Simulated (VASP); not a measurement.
# Pt (P6_3/mmc) in VASP: a series of runs, part 2 of 2

VASP 6.6.1.

## Step 3: Relaxation of cell and atoms, PBE, target pressure -2.9 GPa, at which the enthalpy is minimised

This run uses another cell than the first one, of 15.95 Å³/atom.

Contents of INCAR:

```
SYSTEM = Pt
PREC = Accurate
ENCUT = 600
EDIFF = 1E-7
ISMEAR = -1
SIGMA = 0.05
LREAL = .FALSE.
LASPH = .TRUE.
NELM = 80
ALGO = Normal
ISIF = 3
LWAVE = .FALSE.
LCHARG = .FALSE.
GGA = PE
IBRION = 2
NSW = 32
EDIFFG = -0.005
PSTRESS = -29.0
```

Contents of KPOINTS:

```
regular mesh
0
G
  16 16 9
  0 0 0
```

Contents of POSCAR:

```
Pt
1.0
    2.7713556870      0.0000000000      0.0000000000
   -1.3856778435      2.4000644279      0.0000000000
    0.0000000000      0.0000000000      4.7965968266
Pt
2
Direct
    0.3333333333      0.6666666667      0.2500000000
    0.6666666667      0.3333333333      0.7500000000
```

Potentials or basis: VASP PAW PBE potentials, release 64 (Pt).

On the command line:

```sh
$ cat potpaw_PBE.64/Pt/POTCAR > POTCAR
$ mpirun -np 1 vasp_std > vasp.out
```

OUTCAR:

```text
SYSTEM = Pt
   PREC = Accurate
   ENCUT = 600
   EDIFF = 1E-7
   ISMEAR = -1
   LREAL = .FALSE.
   LASPH = .TRUE.
   NELM = 80
   ISIF = 3
   GGA = PE
   IBRION = 2
   NSW = 32
   EDIFFG = -0.005
   PSTRESS = -29.0

 ion  position               nearest neighbor table
   1  0.333  0.667  0.250-   2 2.88   2 2.88   2 2.88   2 2.88   2 2.88   2 2.88
   2  0.667  0.333  0.750-   1 2.88   1 2.88   1 2.88   1 2.88   1 2.88   1 2.88

  LATTYP: Found a hexagonal cell.
 ALAT       =     2.7713556870
 C/A-ratio  =     1.7307763306

  Lattice vectors:

 A1 = (   2.7713556870,   0.0000000000,   0.0000000000)
 A2 = (  -1.3856778435,   2.4000644279,   0.0000000000)
 A3 = (   0.0000000000,   0.0000000000,   4.7965968266)

Analysis of symmetry for initial positions (statically):
=====================================================================
 Subroutine PRICEL returns:
 Original cell was already a primitive cell.

 Routine SETGRP: Setting up the symmetry group for a
 hexagonal supercell.

 Subroutine GETGRP returns: Found 24 space group operations
 (whereof 12 operations were pure point group operations)
 out of a pool of 24 trial point group operations.

The static configuration has the point symmetry D_3d.
 The point group associated with its full space group is D_6h.

Analysis of symmetry for dynamics (positions and initial velocities):
=====================================================================
 Subroutine PRICEL returns:
 Original cell was already a primitive cell.

 Routine SETGRP: Setting up the symmetry group for a
 hexagonal supercell.

 Subroutine GETGRP returns: Found 24 space group operations
 (whereof 12 operations were pure point group operations)
 out of a pool of 24 trial point group operations.

The dynamic configuration has the point symmetry D_3d.
 The point group associated with its full space group is D_6h.
[... 135 lines left out ...]
 NGX is ok and might be reduce to    24
   NGX = 11   NGY = 11   NGZ = 19

--------------------------------------- Ionic step        1  -------------------------------------------

 number of electron      20.0000003 magnetization

 Free energy of the ion-electron system (eV)
  ---------------------------------------------------
  ext. energy  EPLUGINS =         0.00000000
  ---------------------------------------------------
  free energy    TOTEN  =       -12.09035372 eV

  energy without entropy =      -12.05867505  energy(sigma->0) =      -12.07451439

------------------------ aborting loop because EDIFF is reached ----------------------------------------

  FORCE on cell =-STRESS in cart. coord.  units (eV):
  Direction    XX          YY          ZZ          XY          YZ          ZX
  --------------------------------------------------------------------------------------
  -------------------------------------------------------------------------------------
  Total       -0.6403529     -0.6403529     -0.6659768      0.0000000     -0.0000000      0.0000000
  in kB      -32.1574506    -32.1574506    -33.4442378      0.0000000     -0.0000000      0.0000000
  external PRESSURE =      -3.5863797 kB  Pullay stress =     -29.0000000 kB
[... 139 lines left out ...]
--------------------------------------- Ionic step        5  -------------------------------------------

 number of electron      20.0000003 magnetization

 Free energy of the ion-electron system (eV)
  ---------------------------------------------------
  ext. energy  EPLUGINS =         0.00000000
  ---------------------------------------------------
  free energy    TOTEN  =       -12.09138831 eV

  energy without entropy =      -12.05969862  energy(sigma->0) =      -12.07554347

 E-fermi :  10.2264     XC(G=0): -13.1603

 val. band max:       10.2226342859   @ k =   0.3125  -0.0000   0.0000
 cond. band min:      10.2312640617   @ k =   0.3750   0.0000   0.1111
 fundamental gap:      0.0086297758
 Fermi energy:        10.2264370068

 k-point     1 :       0.0000    0.0000    0.0000
  band No.  band energies     occupation
      1       0.6262      2.00000
      2       3.2727      2.00000
      3       6.3754      2.00000
      4       6.8574      2.00000
      5       6.8574      2.00000
      6       7.2213      2.00000
      7       7.2213      2.00000
      8       8.4295      2.00000
      9       8.4295      2.00000
     10       9.5777      2.00000
     11      10.0019      1.97782
     12      10.0019      1.97782
     13      14.8972      0.00000
     14      25.3425      0.00000
[... 377 lines left out ...]
      1       4.3805      2.00000
      2       5.1008      2.00000
      3       5.1638      2.00000
      4       5.7506      2.00000
      5       6.6669      2.00000
      6       6.9381      2.00000
      7       7.5067      2.00000
      8       8.3415      2.00000
      9       9.8758      1.99820
     10      10.0368      1.95591
     11      11.2103      0.00000
     12      15.8820      0.00000
     13      18.2210      0.00000
     14      18.6562      0.00000

 [... further k-points ...]

------------------------ aborting loop because EDIFF is reached ----------------------------------------

  FORCE on cell =-STRESS in cart. coord.  units (eV):
  Direction    XX          YY          ZZ          XY          YZ          ZX
  --------------------------------------------------------------------------------------
  -------------------------------------------------------------------------------------
  Total       -0.5736308     -0.5736308     -0.5805973      0.0000000     -0.0000000      0.0000000
  in kB      -28.8548995    -28.8548995    -29.2053314      0.0000000     -0.0000000      0.0000000
  external PRESSURE =       0.0282898 kB  Pullay stress =     -29.0000000 kB
[... 21 lines left out ...]
  energy  without entropy=      -12.0596986202  energy(sigma->0) =      -12.07554347

  enthalpy is  TOTEN    =       -12.6679036764 eV   P V=       -0.5765153625

 reached required accuracy - stopping structural energy minimisation
```

It took 3.8 min on 1 thread of Intel Xeon 8259CL, shared host; peak memory 0.22 GiB.

What came out:

* Free energy: -12.0914 eV
* Relaxed volume: 15.93 Å³/atom
* Relaxed cell: a = 2.771 Å, b = 2.771 Å, c = 4.791 Å, α = 90.00°, β = 90.00°, γ = 120.00°
* Space group after relaxing (to 0.1 Å): P6_3/mmc (No. 194)
* Energy change on relaxing (the run minimises the enthalpy): -0.5 meV/atom
* Ionic steps: 5
* Pressure after relaxing: -2.9 GPa
* Band gap on the k mesh: zero (bands 10 and 11 overlap by 1.22 eV)

Step by step:
```csv
step,energy change (eV),largest force (eV/Å),pressure (GPa),volume (Å³)
1,0.0000,0.0000,-3.26,31.90
2,-0.0028,0.0000,-2.08,31.74
3,-0.0011,0.0000,-2.87,31.85
4,-0.0010,0.0000,-2.89,31.85
5,-0.0010,0.0000,-2.90,31.85
```

Final structure:
```
Pt
1.0
     2.77057    0.00000    0.00000
    -1.38528    2.39938    0.00000
     0.00000    0.00000    4.79131
Pt
2
Direct
  0.33333 0.66667 0.25000
  0.66667 0.33333 0.75000
```

Levels at points of the mesh, in eV from the Fermi level:
| k point | band 6 | band 7 | band 8 | band 9 | band 10 | band 11 | band 12 | band 13 | band 14 |
| --- | --- | --- | --- | --- | --- | --- | --- | --- | --- |
| (0.00, 0.00, 0.00) | -3.01 | -3.01 | -1.80 | -1.80 | -0.65 | -0.22 | -0.22 | 4.67 | 15.12 |
| (0.50, 0.00, 0.00) | -2.87 | -2.55 | 0.01 | 0.26 | 0.47 | 2.24 | 3.70 | 7.24 | 8.82 |

Caveat: the cell is relaxed towards a set pressure, so the run minimises the enthalpy, not the energy; spin-orbit coupling is left out, which moves the levels of the heavy elements.
